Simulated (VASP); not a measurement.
# AgCl (Fm-3m) in VASP: notebook, part 2 of 2

VASP 6.6.1. The steps go on from the part before.

## Step 5: Single point, PBEsol (14.32 Å³/atom)

This run uses another cell than the first one, of 14.32 Å³/atom.

The input, INCAR:

```
ALGO     = Normal         # electronic algorithm
EDIFF    = 1E-7           # SCF threshold, eV
ENCUT    = 520            # plane-wave cutoff, eV
GGA      = PS             # functional
ISIF     = 2              # what is computed and relaxed
ISMEAR   = -1             # smearing method
LASPH    = True           # aspherical terms in the spheres
LCHARG   = False          # write CHGCAR
LREAL    = False          # projectors in reciprocal space
LWAVE    = False          # write WAVECAR
NBANDS   = 16             # bands
NELM     = 80             # most SCF steps
PREC     = Accurate       # precision mode
SIGMA    = 0.03           # smearing width, eV
```

The input, KPOINTS:

```
k-points
0
Gamma
  9 9 9
```

The input, POSCAR:

```
AgCl
1.0
    0.0000000000      2.4284174448      2.4284174448
    2.4284174448      0.0000000000      2.4284174448
    2.4284174448      2.4284174448      0.0000000000
Ag Cl
1 1
Direct
    0.0000000000      0.0000000000      0.0000000000
    0.5000000000      0.5000000000      0.5000000000
```

Potentials or basis: VASP PAW PBE potentials, release 64 (Ag, Cl).

On the command line:

```sh
> cat potpaw_PBE.64/Ag/POTCAR potpaw_PBE.64/Cl/POTCAR > POTCAR
> mpirun -np 1 vasp_std > vasp.out
```

OUTCAR:

```text
EDIFF = 1E-7
   ENCUT = 520
   GGA = PS
   ISIF = 2
   ISMEAR = -1
   LASPH = True
   LREAL = False
   NELM = 80
   PREC = Accurate

 ion  position               nearest neighbor table
   1  0.000  0.000  0.000-   2 2.43   2 2.43   2 2.43   2 2.43   2 2.43   2 2.43
   2  0.500  0.500  0.500-   1 2.43   1 2.43   1 2.43   1 2.43   1 2.43   1 2.43

  LATTYP: Found a face centered cubic cell.
 ALAT       =     4.8568348896

  Lattice vectors:

 A1 = (   0.0000000000,   2.4284174448,   2.4284174448)
 A2 = (   2.4284174448,   0.0000000000,   2.4284174448)
 A3 = (   2.4284174448,   2.4284174448,   0.0000000000)

Analysis of symmetry for initial positions (statically):
=====================================================================
 Subroutine PRICEL returns:
 Original cell was already a primitive cell.

 Routine SETGRP: Setting up the symmetry group for a
 face centered cubic supercell.

 Subroutine GETGRP returns: Found 48 space group operations
 (whereof 48 operations were pure point group operations)
 out of a pool of 48 trial point group operations.

The static configuration has the point symmetry O_h .

Analysis of symmetry for dynamics (positions and initial velocities):
=====================================================================
 Subroutine PRICEL returns:
 Original cell was already a primitive cell.

 Routine SETGRP: Setting up the symmetry group for a
 face centered cubic supercell.

 Subroutine GETGRP returns: Found 48 space group operations
 (whereof 48 operations were pure point group operations)
 out of a pool of 48 trial point group operations.

The dynamic configuration has the point symmetry O_h .

 Subroutine INISYM returns: Found 48 space group operations
 (whereof 48 operations are pure point group operations),
 and found     1 'primitive' translations

----------------------------------------------------------------------------------------

                                     Primitive cell

  volume of cell :      28.6418

  direct lattice vectors                    reciprocal lattice vectors
     0.000000000  2.428417445  2.428417445    -0.205895408  0.205895408  0.205895408
     2.428417445  0.000000000  2.428417445     0.205895408 -0.205895408  0.205895408
     2.428417445  2.428417445  0.000000000     0.205895408  0.205895408 -0.205895408

  length of vectors
     3.434300886  3.434300886  3.434300886     0.356621307  0.356621307  0.356621307

  position of ions in fractional coordinates (direct lattice)
     0.000000000  0.000000000  0.000000000
     0.500000000  0.500000000  0.500000000

  ion indices of the primitive-cell ions
   primitive index   ion index
                 1           1
                 2           2

----------------------------------------------------------------------------------------

 KPOINTS: k-points

Automatic generation of k-mesh.
 Grid dimensions read from file:
 generate k-points for:    9    9    9

 Generating k-lattice:

  Cartesian coordinates                     Fractional coordinates (reciprocal lattice)
    -0.022877268  0.022877268  0.022877268     0.111111111  0.000000000  0.000000000
     0.022877268 -0.022877268  0.022877268     0.000000000  0.111111111  0.000000000
     0.022877268  0.022877268 -0.022877268     0.000000000  0.000000000  0.111111111

  Length of vectors
     0.039624590  0.039624590  0.039624590

  Shift w.r.t. Gamma in fractional coordinates (k-lattice)
     0.000000000  0.000000000  0.000000000

 Subroutine IBZKPT returns following result:
 ===========================================

 Found     35 irreducible k-points:

 Following reciprocal coordinates:
            Coordinates               Weight
  0.000000  0.000000  0.000000      1.000000
  0.111111  0.000000  0.000000      8.000000
  0.222222  0.000000  0.000000      8.000000
  0.333333  0.000000  0.000000      8.000000
  0.444444  0.000000  0.000000      8.000000
  0.111111  0.111111  0.000000      6.000000
[... 16 lines left out ...]
 -0.333333  0.333333  0.000000     12.000000
  0.444444  0.444444  0.000000      6.000000
 [... further k-points ...]
   k-points           NKPTS =     35   k-points in BZ     NKDIM =     35   number of bands    NBANDS=     16
   number of dos      NEDOS =    301   number of ions     NIONS =      2
   total plane-waves  NPLWV =  21952
   dimension x,y,z NGX =    28 NGY =   28 NGZ =   28
   dimension x,y,z NGXF=    56 NGYF=   56 NGZF=   56
   ions per type =               1   1
   NGX,Y,Z   is equivalent  to a cutoff of  13.55, 13.55, 13.55 a.u.
   NGXF,Y,Z  is equivalent  to a cutoff of  27.11, 27.11, 27.11 a.u.
 SYSTEM =  unknown system
   PREC   = accura    normal or accurate (medium, high low for compatibility)
   ISTART =      0    job   : 0-new  1-cont  2-samecut
   ICHARG =      2    charge: 1-file 2-atom 10-const
   ISPIN  =      1    spin polarized calculation?
   LNONCOLLINEAR =      F non collinear calculations
   LSORBIT =      F    spin-orbit coupling
   LASPH  =      T    aspherical Exc in radial PAW
   ENCUT  =  520.0 eV  38.22 Ry    6.18 a.u.   6.39  6.39  6.39*2*pi/ulx,y,z
   NELM   =     80;   NELMIN=  2; NELMDL= -5     # of ELM steps
   EDIFF  = 0.1E-06   stopping-criterion for ELM
   LREAL  =      F    real-space projection
   EDIFFG = 0.1E-05   stopping-criterion for IOM
   NSW    =      0    number of steps for IOM
   IBRION =     -1    ionic relax: 0-MD 1-quasi-New 2-CG
   NFREE  =      0    steps in history (QN), initial steepest desc. (CG)
   ISIF   =      2    stress and relaxation
   ISYM   =      2    0-nonsym 1-usesym 2-fastsym
   POTIM  = 0.5000    time-step for ionic-motion
   TEBEG  =    0.0;   TEEND  =   0.0 temperature during run
   PSTRESS=    0.0 pullay stress
   NELECT =      18.0000    total number of electrons
   NUPDOWN=      -1.0000    fix difference up-down
   EMIN   =  10.00;   EMAX   =-10.00  energy-range for DOS
   EFERMI =   0.00;   METHOD = LEGACY
   ISMEAR =    -1;   SIGMA  =   0.03  broadening in eV -4-tet -1-fermi 0-gaus
   EFERMI_NEDOS =   21; number of points for ismear=-14 and -15
   IALGO  =     38    algorithm
   IMIX   =      4    mixing-type and parameters
     AMIX     =   0.40;   BMIX     =  1.00
     AMIX_MAG =   1.60;   BMIX_MAG =  1.00
  volume/ion in A,a.u.               =      14.32        96.64
  Fermi-wavevector in a.u.,A,eV,Ry     =   1.402272  2.649910 26.754052  1.966367
  Thomas-Fermi vector in A             =   2.525050
   LORBIT       =      0    0 simple, 1 ext, 2 COOP (PROOUT), +10 PAW based schemes
   GGA     = PS    functional components
   LHFCALC =     F    Hartree Fock is set to
   AEXX    =    0.0000 exact exchange contribution
   IVDW    =     0    specifies the selected vdW correction
   LEPSILON=     F    determine dielectric tensor
   LRPA    =     F    only Hartree local field effects (RPA)
 non-spin polarized calculation
  energy-cutoff  :      520.00
  volume of cell :       28.64
 maximum number of plane-waves:       785
 NGX is ok and might be reduce to    28
   NGX = 13   NGY = 13   NGZ = 13

 number of electron      18.0000002 magnetization

 Free energy of the ion-electron system (eV)
  ---------------------------------------------------
  ext. energy  EPLUGINS =         0.00000000
  ---------------------------------------------------
  free energy    TOTEN  =        -4.82234533 eV

  energy without entropy =       -4.82234533  energy(sigma->0) =       -4.82234533

 E-fermi :  10.5442     XC(G=0): -12.4114

 val. band max:        9.9363394017   @ k =   0.4444   0.0000   0.0000
 cond. band min:      11.1348404958   @ k =   0.0000   0.0000   0.0000
 fundamental gap:      1.1985010941
 Fermi energy:        10.5441804560

 k-point     1 :       0.0000    0.0000    0.0000
  band No.  band energies     occupation
      1      -8.6282      2.00000
      2       5.0688      2.00000
      3       5.0688      2.00000
      4       5.0688      2.00000
      5       5.1591      2.00000
      6       5.1591      2.00000
[... 8 lines left out ...]
     15      24.8329      0.00000
     16      24.8329      0.00000
[... 419 lines left out ...]
 k-point    24 :       0.4444    0.4444    0.0000
  band No.  band energies     occupation
      1      -7.4649      2.00000
      2       1.9559      2.00000
      3       4.2217      2.00000
      4       4.3523      2.00000
      5       4.3523      2.00000
      6       5.6061      2.00000
[... 8 lines left out ...]
     15      26.0528      0.00000
     16      26.0528      0.00000

 [... further k-points ...]

------------------------ aborting loop because EDIFF is reached ----------------------------------------

  FORCE on cell =-STRESS in cart. coord.  units (eV):
  Direction    XX          YY          ZZ          XY          YZ          ZX
  --------------------------------------------------------------------------------------
  -------------------------------------------------------------------------------------
  Total        8.5610905      8.5610905      8.5610905      0.0000000      0.0000000     -0.0000000
  in kB      478.8942746    478.8942746    478.8942746      0.0000000      0.0000000     -0.0000000
  external PRESSURE =     478.8942746 kB  Pullay stress =       0.0000000 kB

 VOLUME and BASIS-vectors are now :
 -----------------------------------------------------------------------------
  energy-cutoff  :      520.00
  volume of cell :       28.64
      direct lattice vectors                 reciprocal lattice vectors
     0.000000000  2.428417445  2.428417445    -0.205895408  0.205895408  0.205895408
     2.428417445  0.000000000  2.428417445     0.205895408 -0.205895408  0.205895408
     2.428417445  2.428417445  0.000000000     0.205895408  0.205895408 -0.205895408

 POSITION                                       TOTAL-FORCE (eV/Angst)
 -----------------------------------------------------------------------------------
      0.00000      0.00000      0.00000        -0.000000     -0.000000     -0.000000
      2.42842      2.42842      2.42842         0.000000      0.000000      0.000000
 -----------------------------------------------------------------------------------
    total drift:                                0.000000      0.000000      0.000000

  FREE ENERGIE OF THE ION-ELECTRON SYSTEM (eV)
  ---------------------------------------------------
  free  energy   TOTEN  =        -4.8223453342 eV

  energy  without entropy=       -4.8223453342  energy(sigma->0) =       -4.82234533
```

Run time: 26 s. Hardware: 1 thread of Intel Xeon Platinum 8259CL at 2.50GHz (Skylake/Cascade Lake), shared host; peak memory 0.16 GiB.

What came out:

```
Free energy            : -4.8223 eV
Pressure               : 47.9 GPa
Band gap on the k mesh : 1.20 eV (least direct gap 2.74 eV)
```

Caveat: the cell stands under pressure; the PAW data sets were made with another functional, which shifts forces and pressure a little; an odd mesh through Γ misses points on the zone boundary, where band edges can lie.

## Step 6: Single point, PBEsol

This run uses another cell than the first one, of 14.32 Å³/atom.

The input, INCAR:

```
PREC = Accurate
ENCUT = 520
EDIFF = 1E-6
ISMEAR = -1
SIGMA = 0.15
LREAL = F
LASPH = T
NELM = 60
ALGO = Normal
ISIF = 2
LWAVE = F
LCHARG = T
GGA = PS
LELF = T
LVHAR = T
NBANDS = 16
```

The input, KPOINTS:

```
Automatic mesh
0
Gamma
  9 9 9
```

POSCAR is that of step 5.

Potentials or basis: VASP PAW PBE potentials, release 64 (Ag, Cl).

On the command line:

```sh
> cat potpaw_PBE.64/Ag/POTCAR potpaw_PBE.64/Cl/POTCAR > POTCAR
> mpirun -np 1 vasp_std > vasp.out
```

It took 24 s on 1 thread of Intel Xeon Platinum 8259CL at 2.50GHz (Skylake/Cascade Lake), shared host; peak memory 0.16 GiB.

Results (log left out):

| Quantity | Value |
| --- | --- |
| Free energy | -4.8225 eV |
| Pressure | 47.9 GPa |
| Band gap on the k mesh | 1.20 eV (least direct gap 2.74 eV) |

Levels at points of the mesh, in eV from the valence-band top:
| k point | band 7 | band 8 | band 9 | band 10 | band 11 | band 12 |
| --- | --- | --- | --- | --- | --- | --- |
| (0.00, 0.00, 0.00) | -4.17 | -4.17 | -4.17 | 1.20 | 10.62 | 10.62 |

Caveat: the cell stands under pressure; the PAW data sets were made with another functional, which shifts forces and pressure a little; an odd mesh through Γ misses points on the zone boundary, where band edges can lie.
